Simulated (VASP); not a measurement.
# Cd (R-3m) in VASP: notebook

Cd is run at these levels: LDA, r2SCAN+rVV10; tasks: single point.

Program: VASP 6.6.1. These are calculated values, not measurements. Logs are shortened: lines on timing, memory, paths and dates and some standing lists are left out, and cuts for length are marked.

### 1 The cell of the first run

Symmetry: R-3m, No. 166, trigonal system. Conventional cell: a = 3.216 Å, b = 3.216 Å, c = 7.348 Å, α = 90.00°, β = 90.00°, γ = 120.00°. Within 4.0 Å of Cd (site symmetry -3m) lie 12 Cd at 3.07 to 3.22 Å.

### 2 Single point, LDA

INCAR reads:

```
  PREC = Accurate
  ENCUT = 520
  EDIFF = 1E-6
  ISMEAR = 1
  SIGMA = 0.05
  LREAL = F
  LASPH = T
  NELM = 100
  ALGO = Fast
  ISIF = 2
  LWAVE = F
  LCHARG = F
  GGA = CA
  NBANDS = 12
```

KPOINTS reads:

```
regular mesh
0
Gamma
  10 10 10
```

POSCAR reads:

```
Cd
1.0
    1.6080291515      0.9283960635      2.4492874100
   -1.6080291515      0.9283960635      2.4492874100
    0.0000000000     -1.8567921270      2.4492874100
Cd
1
Direct
    0.0000000000      0.0000000000      0.0000000000
```

Potentials or basis: VASP PAW LDA potentials, release 64 (Cd).

Command:

```
> cat potpaw_LDA.64/Cd/POTCAR > POTCAR
> mpirun -np 1 vasp_std > vasp.out
```

OUTCAR:

```text
PREC = Accurate
   ENCUT = 520
   EDIFF = 1E-6
   ISMEAR = 1
   LREAL = F
   LASPH = T
   NELM = 100
   ISIF = 2
   GGA = CA

 ion  position               nearest neighbor table
   1  0.000  0.000  0.000-

  LATTYP: Found a trigonal (rhomboedric) cell.
 ALAT       =     3.0735461310
 COS(alpha) =     0.4525576903

  Lattice vectors:

 A1 = (   1.6080291515,   0.9283960635,   2.4492874100)
 A2 = (  -1.6080291515,   0.9283960635,   2.4492874100)
 A3 = (   0.0000000000,  -1.8567921270,   2.4492874100)

Analysis of symmetry for initial positions (statically):
=====================================================================
 Subroutine PRICEL returns:
 Original cell was already a primitive cell.

 Routine SETGRP: Setting up the symmetry group for a
 trigonal (rhombohedral) supercell.

 Subroutine GETGRP returns: Found 12 space group operations
 (whereof 12 operations were pure point group operations)
 out of a pool of 12 trial point group operations.

The static configuration has the point symmetry D_3d.

Analysis of symmetry for dynamics (positions and initial velocities):
=====================================================================
 Subroutine PRICEL returns:
 Original cell was already a primitive cell.

 Routine SETGRP: Setting up the symmetry group for a
 trigonal (rhombohedral) supercell.

 Subroutine GETGRP returns: Found 12 space group operations
 (whereof 12 operations were pure point group operations)
 out of a pool of 12 trial point group operations.

The dynamic configuration has the point symmetry D_3d.

 Subroutine INISYM returns: Found 12 space group operations
 (whereof 12 operations are pure point group operations),
 and found     1 'primitive' translations

----------------------------------------------------------------------------------------

                                     Primitive cell

  volume of cell :      21.9391

  direct lattice vectors                    reciprocal lattice vectors
     1.608029152  0.928396064  2.449287410     0.310939637  0.179521083  0.136094005
    -1.608029152  0.928396064  2.449287410    -0.310939637  0.179521083  0.136094005
     0.000000000 -1.856792127  2.449287410     0.000000000 -0.359042166  0.136094005

  length of vectors
     3.073546131  3.073546131  3.073546131     0.383969862  0.383969862  0.383969862

  position of ions in fractional coordinates (direct lattice)
     0.000000000  0.000000000  0.000000000

  ion indices of the primitive-cell ions
   primitive index   ion index
                 1           1

----------------------------------------------------------------------------------------

 KPOINTS: regular mesh

Automatic generation of k-mesh.
 Grid dimensions read from file:
 generate k-points for:   10   10   10

 Generating k-lattice:

  Cartesian coordinates                     Fractional coordinates (reciprocal lattice)
     0.031093964  0.017952108  0.013609401     0.100000000 -0.000000000  0.000000000
    -0.031093964  0.017952108  0.013609401    -0.000000000  0.100000000  0.000000000
     0.000000000 -0.035904217  0.013609401     0.000000000  0.000000000  0.100000000

  Length of vectors
     0.038396986  0.038396986  0.038396986

  Shift w.r.t. Gamma in fractional coordinates (k-lattice)
     0.000000000  0.000000000  0.000000000

 Subroutine IBZKPT returns following result:
 ===========================================

 Found    116 irreducible k-points:

 Following reciprocal coordinates:
            Coordinates               Weight
  0.000000  0.000000  0.000000      1.000000
  0.100000  0.000000 -0.000000      6.000000
  0.200000  0.000000 -0.000000      6.000000
  0.300000  0.000000 -0.000000      6.000000
  0.400000 -0.000000  0.000000      6.000000
  0.500000 -0.000000  0.000000      3.000000
[... 16 lines left out ...]
  0.300000  0.300000 -0.000000      6.000000
  0.400000  0.300000  0.000000     12.000000
 [... further k-points ...]
   k-points           NKPTS =    116   k-points in BZ     NKDIM =    116   number of bands    NBANDS=     12
   number of dos      NEDOS =    301   number of ions     NIONS =      1
   total plane-waves  NPLWV =  13824
   dimension x,y,z NGX =    24 NGY =   24 NGZ =   24
   dimension x,y,z NGXF=    48 NGYF=   48 NGZF=   48
   ions per type =               1
   NGX,Y,Z   is equivalent  to a cutoff of  12.98, 12.98, 12.98 a.u.
   NGXF,Y,Z  is equivalent  to a cutoff of  25.96, 25.96, 25.96 a.u.
 SYSTEM =  unknown system
   PREC   = accura    normal or accurate (medium, high low for compatibility)
   ISTART =      0    job   : 0-new  1-cont  2-samecut
   ICHARG =      2    charge: 1-file 2-atom 10-const
   ISPIN  =      1    spin polarized calculation?
   LNONCOLLINEAR =      F non collinear calculations
   LSORBIT =      F    spin-orbit coupling
   LASPH  =      T    aspherical Exc in radial PAW
   ENCUT  =  520.0 eV  38.22 Ry    6.18 a.u.   5.71  5.71  5.71*2*pi/ulx,y,z
   NELM   =    100;   NELMIN=  2; NELMDL= -5     # of ELM steps
   EDIFF  = 0.1E-05   stopping-criterion for ELM
   LREAL  =      F    real-space projection
   EDIFFG = 0.1E-04   stopping-criterion for IOM
   NSW    =      0    number of steps for IOM
   IBRION =     -1    ionic relax: 0-MD 1-quasi-New 2-CG
   NFREE  =      0    steps in history (QN), initial steepest desc. (CG)
   ISIF   =      2    stress and relaxation
   ISYM   =      2    0-nonsym 1-usesym 2-fastsym
   POTIM  = 0.5000    time-step for ionic-motion
   TEBEG  =    0.0;   TEEND  =   0.0 temperature during run
   PSTRESS=    0.0 pullay stress
   NELECT =      12.0000    total number of electrons
   NUPDOWN=      -1.0000    fix difference up-down
   EMIN   =  10.00;   EMAX   =-10.00  energy-range for DOS
   EFERMI =   0.00;   METHOD = LEGACY
   ISMEAR =     1;   SIGMA  =   0.05  broadening in eV -4-tet -1-fermi 0-gaus
   EFERMI_NEDOS =   21; number of points for ismear=-14 and -15
   IALGO  =     68    algorithm
   IMIX   =      4    mixing-type and parameters
     AMIX     =   0.40;   BMIX     =  1.00
     AMIX_MAG =   1.60;   BMIX_MAG =  1.00
  volume/ion in A,a.u.               =      21.94       148.05
  Fermi-wavevector in a.u.,A,eV,Ry     =   1.338842  2.530044 24.388398  1.792497
  Thomas-Fermi vector in A             =   2.467280
   LORBIT       =      0    0 simple, 1 ext, 2 COOP (PROOUT), +10 PAW based schemes
   GGA     = CA    functional components
   LHFCALC =     F    Hartree Fock is set to
   AEXX    =    0.0000 exact exchange contribution
   IVDW    =     0    specifies the selected vdW correction
   LEPSILON=     F    determine dielectric tensor
   LRPA    =     F    only Hartree local field effects (RPA)
 non-spin polarized calculation
 RMM-DIIS sequential band-by-band and
 Methfessel and Paxton  Order N= 1 SIGMA  =   0.05
  energy-cutoff  :      520.00
  volume of cell :       21.94
 maximum number of plane-waves:       602
   NGX = 11   NGY = 11   NGZ = 11

 number of electron      11.9999997 magnetization

 Free energy of the ion-electron system (eV)
  ---------------------------------------------------
  ext. energy  EPLUGINS =         0.00000000
  ---------------------------------------------------
  free energy    TOTEN  =        -1.48027276 eV

  energy without entropy =       -1.48016719  energy(sigma->0) =       -1.48023757

 E-fermi :   2.4898     XC(G=0): -11.2947

 val. band max:        2.4883163002   @ k =   0.5000   0.1000   0.1000
 cond. band min:       2.6812384400   @ k =  -0.4000   0.1000   0.0000
 fundamental gap:      0.1929221398
 Fermi energy:         2.4897825368

 k-point     1 :       0.0000    0.0000    0.0000
  band No.  band energies     occupation
      1      -6.6161      2.00000
      2      -6.6161      2.00000
      3      -6.4147      2.00000
      4      -6.2002      2.00000
      5      -6.0449      2.00000
      6      -6.0449      2.00000
      7      16.0891      0.00000
      8      16.5924      0.00000
      9      16.5924      0.00000
     10      19.4620      0.00000
     11      20.2088      0.00000
     12      20.2089      0.00000

 k-point     2 :       0.1000    0.0000   -0.0000
  band No.  band energies     occupation
      1      -6.6325      2.00000
      2      -6.5925      2.00000
      3      -6.3730      2.00000
      4      -6.0526      2.00000
      5      -6.0492      2.00000
      6      -5.9478      2.00000
      7      13.8575      0.00000
      8      16.2068      0.00000
      9      16.3444      0.00000
     10      18.9705      0.00000
     11      20.7517      0.00000
     12      20.9421      0.00000

 k-point     3 :       0.2000    0.0000   -0.0000
  band No.  band energies     occupation
      1      -6.7353      2.00000
      2      -6.5603      2.00000
      3      -6.3021      2.00000
      4      -6.0272      2.00000
      5      -6.0176      2.00000
      6      -5.1359      2.00000
      7      10.1464      0.00000
      8      15.8545      0.00000
      9      16.0267      0.00000
     10      18.2155      0.00000
     11      20.7570      0.00000
     12      21.2695      0.00000
[... 286 lines left out ...]
 k-point    23 :       0.3000    0.3000   -0.0000
  band No.  band energies     occupation
      1      -6.9630      2.00000
      2      -6.7279      2.00000
      3      -5.9797      2.00000
      4      -5.9253      2.00000
      5      -5.8342      2.00000
      6      -2.9412      2.00000
      7      10.3905      0.00000
      8      10.8857      0.00000
      9      11.7663      0.00000
     10      13.5469      0.00000
     11      15.0807      0.00000
     12      26.8018      0.00000

 k-point    24 :       0.4000    0.3000    0.0000
  band No.  band energies     occupation
      1      -7.0252      2.00000
      2      -6.8136      2.00000
      3      -5.9131      2.00000
      4      -5.9115      2.00000
      5      -5.7030      2.00000
      6      -1.5791      2.00000
      7       7.7739      0.00000
      8       9.1374      0.00000
      9      11.2374      0.00000
     10      14.8260      0.00000
     11      15.0505      0.00000
     12      26.0984      0.00000

 [... further k-points ...]
[... 5 lines left out ...]
  --------------------------------------------------------------------------------------
  -------------------------------------------------------------------------------------
  Total       -0.6209501     -0.6209501     -0.5718011      0.0000000      0.0000000      0.0000000
  in kB      -45.3470538    -45.3470538    -41.7577783      0.0000000      0.0000000      0.0000000
  external PRESSURE =     -44.1506286 kB  Pullay stress =       0.0000000 kB

 VOLUME and BASIS-vectors are now :
 -----------------------------------------------------------------------------
  energy-cutoff  :      520.00
  volume of cell :       21.94
      direct lattice vectors                 reciprocal lattice vectors
     1.608029152  0.928396064  2.449287410     0.310939637  0.179521083  0.136094005
    -1.608029152  0.928396064  2.449287410    -0.310939637  0.179521083  0.136094005
     0.000000000 -1.856792127  2.449287410     0.000000000 -0.359042166  0.136094005

 POSITION                                       TOTAL-FORCE (eV/Angst)
 -----------------------------------------------------------------------------------
      0.00000      0.00000      0.00000        -0.000000      0.000000     -0.000000
 -----------------------------------------------------------------------------------
    total drift:                                0.000000     -0.000000      0.000000

  FREE ENERGIE OF THE ION-ELECTRON SYSTEM (eV)
  ---------------------------------------------------
  free  energy   TOTEN  =        -1.4802727634 eV

  energy  without entropy=       -1.4801671868  energy(sigma->0) =       -1.48023757
```

Run time: 13 s. Hardware: 1 thread of Intel Xeon 6975P-C, shared host; peak memory 0.14 GiB.

Results:

| Quantity | Value |
| --- | --- |
| Free energy | -1.4803 eV |
| Pressure | -4.4 GPa |
| Band gap on the k mesh | zero (band 6 reaches 3.85 eV, above the bottom of band 7 at 0.90 eV) |

Stress tensor (GPa, compression positive):
```
-4.53  0.00  0.00
 0.00 -4.53  0.00
 0.00  0.00 -4.18
```

Levels at points of the mesh, in eV from the Fermi level:
```tsv
k point	band 4	band 5	band 6	band 7	band 8	band 9
(0.00, 0.00, 0.00)	-8.69	-8.53	-8.53	13.60	14.10	14.10
(0.50, 0.00, 0.00)	-8.26	-8.13	-2.35	-1.59	12.40	12.59
(0.50, 0.50, 0.00)	-8.09	-8.04	-0.74	1.39	6.03	7.55
(0.50, 0.50, 0.50)	-8.12	-8.12	-1.85	-0.44	11.41	11.41
```

[end of part 1 of 2]
